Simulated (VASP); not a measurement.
Runs of VASP 6.6.1 on Rh. The structure is that of space group Immm (No. 71), or close to it. The cells are those of the table. 

```csv
cell,gap on the mesh (eV),pressure (GPa)
"a = 2.609, b = 2.609, c = 2.283 Å, angles 64.1, 64.1, 65.3°, 1 atom",none,58.5
"a = 2.617, b = 2.617, c = 2.150 Å, angles 65.7, 65.7, 68.5°, 1 atom",none,92.0
"a = 2.634, b = 2.634, c = 2.185 Å, angles 65.5, 65.5, 68.9°, 1 atom",none,(a)
"a = 2.604, b = 2.604, c = 2.416 Å, angles 62.4, 62.4, 62.0°, 1 atom",none,39.4
```

Alike in all rows: task single point; level LDA; potentials or basis VASP PAW LDA potentials, release 64 (Rh_pv); no spin polarisation; k mesh 20 × 20 × 20; cutoff (eV) 520; smearing gaussian 0.15 eV.

**Question.** Fill in the values left out.

**Answer.** (a) 71.9.

Caveats: the cell stands under pressure.

A k mesh can miss the band edges, and the runs leave out spin-orbit coupling on Rh.

A gap of «none» marks levels without a gap at the run's occupations.
